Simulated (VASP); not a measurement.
# HgTe in VASP: notebook, part 2 of 4

VASP 6.6.1.

## 3. Electric field gradients, LDA (functional lda, volume scaled by 1.04)

INCAR reads:

```
  PREC = Accurate
  ENCUT = 520
  EDIFF = 1E-8
  ISMEAR = -1
  SIGMA = 0.03
  LREAL = False
  LASPH = True
  NELM = 80
  ALGO = Normal
  ISIF = 2
  LWAVE = False
  LCHARG = False
  LEFG = True
  NBANDS = 16
```

KPOINTS reads:

```
regular mesh
0
Gamma
  11 11 11
```

POSCAR reads:

```
HgTe
1.0
    0.0000000000      3.2659193382      3.2659193382
    3.2659193382      0.0000000000      3.2659193382
    3.2659193382      3.2659193382      0.0000000000
Hg Te
1 1
Direct
    0.0000000000      0.0000000000      0.0000000000
    0.7500000000      0.7500000000      0.7500000000
```

Potentials or basis: VASP PAW LDA potentials, release 64 (Hg, Te).

On the command line:

```bash
> cat potpaw_LDA.64/Hg/POTCAR potpaw_LDA.64/Te/POTCAR > POTCAR
> mpirun -np 1 vasp_std > vasp.out
```

OUTCAR:

```text
PREC = Accurate
   ENCUT = 520
   EDIFF = 1E-8
   ISMEAR = -1
   LREAL = False
   LASPH = True
   NELM = 80
   ISIF = 2

 ion  position               nearest neighbor table
   1  0.000  0.000  0.000-   2 2.83   2 2.83   2 2.83   2 2.83
   2  0.750  0.750  0.750-   1 2.83   1 2.83   1 2.83   1 2.83

  LATTYP: Found a face centered cubic cell.
 ALAT       =     6.5318386764

  Lattice vectors:

 A1 = (   0.0000000000,   3.2659193382,   3.2659193382)
 A2 = (   3.2659193382,   0.0000000000,   3.2659193382)
 A3 = (   3.2659193382,   3.2659193382,   0.0000000000)

Analysis of symmetry for initial positions (statically):
=====================================================================
 Subroutine PRICEL returns:
 Original cell was already a primitive cell.

 Routine SETGRP: Setting up the symmetry group for a
 face centered cubic supercell.

 Subroutine GETGRP returns: Found 24 space group operations
 (whereof 24 operations were pure point group operations)
 out of a pool of 48 trial point group operations.

The static configuration has the point symmetry T_d .

Analysis of symmetry for dynamics (positions and initial velocities):
=====================================================================
 Subroutine PRICEL returns:
 Original cell was already a primitive cell.

 Routine SETGRP: Setting up the symmetry group for a
 face centered cubic supercell.

 Subroutine GETGRP returns: Found 24 space group operations
 (whereof 24 operations were pure point group operations)
 out of a pool of 48 trial point group operations.

The dynamic configuration has the point symmetry T_d .

 Subroutine INISYM returns: Found 24 space group operations
 (whereof 24 operations are pure point group operations),
 and found     1 'primitive' translations

----------------------------------------------------------------------------------------

                                     Primitive cell

  volume of cell :      69.6701

  direct lattice vectors                    reciprocal lattice vectors
     0.000000000  3.265919338  3.265919338    -0.153096249  0.153096249  0.153096249
     3.265919338  0.000000000  3.265919338     0.153096249 -0.153096249  0.153096249
     3.265919338  3.265919338  0.000000000     0.153096249  0.153096249 -0.153096249

  length of vectors
     4.618707422  4.618707422  4.618707422     0.265170482  0.265170482  0.265170482

  position of ions in fractional coordinates (direct lattice)
     0.000000000  0.000000000  0.000000000
     0.750000000  0.750000000  0.750000000

  ion indices of the primitive-cell ions
   primitive index   ion index
                 1           1
                 2           2

----------------------------------------------------------------------------------------

 KPOINTS: regular mesh

Automatic generation of k-mesh.
 Grid dimensions read from file:
 generate k-points for:   11   11   11

 Generating k-lattice:

[... 63 lines left out ...]
   EDIFFG = 0.1E-06   stopping-criterion for IOM
   NSW    =      0    number of steps for IOM
   IBRION =     -1    ionic relax: 0-MD 1-quasi-New 2-CG
   NFREE  =      0    steps in history (QN), initial steepest desc. (CG)
   ISIF   =      2    stress and relaxation
   ISYM   =      2    0-nonsym 1-usesym 2-fastsym
   POTIM  = 0.5000    time-step for ionic-motion
   TEBEG  =    0.0;   TEEND  =   0.0 temperature during run
   PSTRESS=    0.0 pullay stress
   NELECT =      18.0000    total number of electrons
   NUPDOWN=      -1.0000    fix difference up-down
   EMIN   =  10.00;   EMAX   =-10.00  energy-range for DOS
   EFERMI =   0.00;   METHOD = LEGACY
   ISMEAR =    -1;   SIGMA  =   0.03  broadening in eV -4-tet -1-fermi 0-gaus
   EFERMI_NEDOS =   21; number of points for ismear=-14 and -15
   IALGO  =     38    algorithm
   IMIX   =      4    mixing-type and parameters
     AMIX     =   0.40;   BMIX     =  1.00
     AMIX_MAG =   1.60;   BMIX_MAG =  1.00
  volume/ion in A,a.u.               =      34.84       235.08
  Fermi-wavevector in a.u.,A,eV,Ry     =   1.042678  1.970376 14.791947  1.087177
  Thomas-Fermi vector in A             =   2.177354
   LORBIT       =      0    0 simple, 1 ext, 2 COOP (PROOUT), +10 PAW based schemes
   GGA     = CA    functional components
   LHFCALC =     F    Hartree Fock is set to
   AEXX    =    0.0000 exact exchange contribution
   IVDW    =     0    specifies the selected vdW correction
   LEPSILON=     F    determine dielectric tensor
   LRPA    =     F    only Hartree local field effects (RPA)
 non-spin polarized calculation
  energy-cutoff  :      520.00
  volume of cell :       69.67
 maximum number of plane-waves:      1893
   NGX = 17   NGY = 17   NGZ = 17

 number of electron      18.0000002 magnetization

 Free energy of the ion-electron system (eV)
  ---------------------------------------------------
  ext. energy  EPLUGINS =         0.00000000
  ---------------------------------------------------
  free energy    TOTEN  =        -5.02466470 eV

  energy without entropy =       -5.02451792  energy(sigma->0) =       -5.02459131

 E-fermi :   2.6060     XC(G=0):  -8.9635

 val. band max:        2.5705123864   @ k =   0.0000   0.0000   0.0000
 cond. band min:       2.9694954527   @ k =   0.0909   0.0000   0.0000
 fundamental gap:      0.3989830663
 Fermi energy:         2.6059804671

 k-point     1 :       0.0000    0.0000    0.0000
  band No.  band energies     occupation
      1      -9.2503      2.00000
      2      -4.6239      2.00000
      3      -4.6239      2.00000
      4      -4.6239      2.00000
      5      -4.1282      2.00000
      6      -4.1282      2.00000
[... 433 lines left out ...]
      3      -4.5188      2.00000
      4      -4.4193      2.00000
      5      -4.1491      2.00000
      6      -4.1037      2.00000
[... 8 lines left out ...]
     15      11.5292      0.00000
     16      11.7837      0.00000

 [... further k-points ...]
[... 5 lines left out ...]
  --------------------------------------------------------------------------------------
  -------------------------------------------------------------------------------------
  Total       -0.7310737     -0.7310737     -0.7310737     -0.0000000      0.0000000     -0.0000000
  in kB      -16.8122332    -16.8122332    -16.8122332     -0.0000000      0.0000000     -0.0000000
  external PRESSURE =     -16.8122332 kB  Pullay stress =       0.0000000 kB

 VOLUME and BASIS-vectors are now :
 -----------------------------------------------------------------------------
  energy-cutoff  :      520.00
  volume of cell :       69.67
      direct lattice vectors                 reciprocal lattice vectors
     0.000000000  3.265919338  3.265919338    -0.153096249  0.153096249  0.153096249
     3.265919338  0.000000000  3.265919338     0.153096249 -0.153096249  0.153096249
     3.265919338  3.265919338  0.000000000     0.153096249  0.153096249 -0.153096249

 POSITION                                       TOTAL-FORCE (eV/Angst)
 -----------------------------------------------------------------------------------
      0.00000      0.00000      0.00000         0.000000      0.000000      0.000000
      4.89888      4.89888      4.89888        -0.000000     -0.000000     -0.000000
 -----------------------------------------------------------------------------------
    total drift:                                0.000000      0.000000      0.000000

  FREE ENERGIE OF THE ION-ELECTRON SYSTEM (eV)
  ---------------------------------------------------
  free  energy   TOTEN  =        -5.0246647025 eV

  energy  without entropy=       -5.0245179213  energy(sigma->0) =       -5.02459131

 Electric field gradients (V/A^2)
---------------------------------------------------------------------
 ion       V_xx      V_yy      V_zz      V_xy      V_xz      V_yz
---------------------------------------------------------------------
   1       0.000     0.000    -0.000     0.000     0.000     0.000
   2       0.000    -0.000     0.000    -0.000    -0.000    -0.000
---------------------------------------------------------------------

 Electric field gradients after diagonalization (V/A^2)
 (convention: |V_zz| > |V_xx| > |V_yy|)
----------------------------------------------------------------------
 ion       V_xx      V_yy      V_zz     asymmetry (V_yy - V_xx)/ V_zz
----------------------------------------------------------------------
   1      -0.000    -0.000     0.000       0.000
   2       0.000     0.000    -0.000       0.000
----------------------------------------------------------------------

           NMR quadrupolar parameters

 Cq : quadrupolar parameter    Cq=e*Q*V_zz/h
 eta: asymmetry parameters     (V_yy - V_xx)/ V_zz
 Q  : nuclear electric quadrupole moment in mb (millibarn)
----------------------------------------------------------------------
 ion       Cq(MHz)       eta       Q (mb)
----------------------------------------------------------------------
   1       0.000       0.000       1.000
   2      -0.000       0.000       1.000
----------------------------------------------------------------------
```

OSZICAR:

```text
N       E                     dE             d eps       ncg     rms          rms(c)
DAV:   1     0.103333648836E+03    0.10333E+03   -0.79234E+03  1808   0.964E+02
DAV:   2    -0.146204115230E+01   -0.10480E+03   -0.97967E+02  2040   0.227E+02
DAV:   3    -0.521220854821E+01   -0.37502E+01   -0.37403E+01  2232   0.441E+01
DAV:   4    -0.524716458155E+01   -0.34956E-01   -0.34952E-01  2624   0.389E+00
DAV:   5    -0.524728238919E+01   -0.11781E-03   -0.11781E-03  2392   0.196E-01    0.714E+00
DAV:   6    -0.504056145122E+01    0.20672E+00   -0.39306E-01  2168   0.847E+00    0.572E+00
DAV:   7    -0.502765414283E+01    0.12907E-01   -0.85031E-02  2200   0.200E+00    0.211E+00
DAV:   8    -0.502500907942E+01    0.26451E-02   -0.91511E-03  1976   0.111E+00    0.482E-01
DAV:   9    -0.502466708358E+01    0.34200E-03   -0.66567E-04  2336   0.280E-01    0.985E-02
DAV:  10    -0.502466362171E+01    0.34619E-05   -0.64089E-05  2152   0.720E-02    0.475E-02
DAV:  11    -0.502466537788E+01   -0.17562E-05   -0.11117E-05  2312   0.258E-02    0.183E-02
DAV:  12    -0.502466470733E+01    0.67054E-06   -0.17521E-06  1968   0.938E-03    0.999E-03
DAV:  13    -0.502466472232E+01   -0.14989E-07   -0.14284E-07  2400   0.249E-03    0.679E-03
DAV:  14    -0.502466470287E+01    0.19455E-07   -0.49860E-08  2128   0.263E-03    0.124E-03
DAV:  15    -0.502466470250E+01    0.36584E-09   -0.11236E-08  1208   0.624E-04
   1 F= -.50246647E+01 E0= -.50245913E+01  d E =-.146781E-03
```

stdout:

```text
POSCAR found type information on POSCAR HgTe
 POSCAR found :  2 types and       2 ions
 scaLAPACK will be used
 LDA part: xc-table for (Slater(with rela. corr.)+CA(PZ))
 , standard interpolation
 POSCAR, INCAR and KPOINTS ok, starting setup
 FFT: planning ... GRIDC
 FFT: planning ... GRID_SOFT
 FFT: planning ... GRID
 WAVECAR not read
 entering main loop
ion   1

ion   2
```

Wall time 82 s (1 thread of AMD EPYC 7R13 (Zen 3), shared host); peak memory 0.18 GiB.

What came out:

```yaml
Free_energy: -5.0247 eV
Pressure: -1.7 GPa
Band_gap_on_the_k_mesh: zero (filled and empty bands touch)
```

Caveat: without QUAD_EFG the Cq values of the log hold for a quadrupole moment of 1 mb, not for the nuclei; spin-orbit coupling is left out, which moves the levels of the heavy elements.

(Part 2 of 4 ends here.)
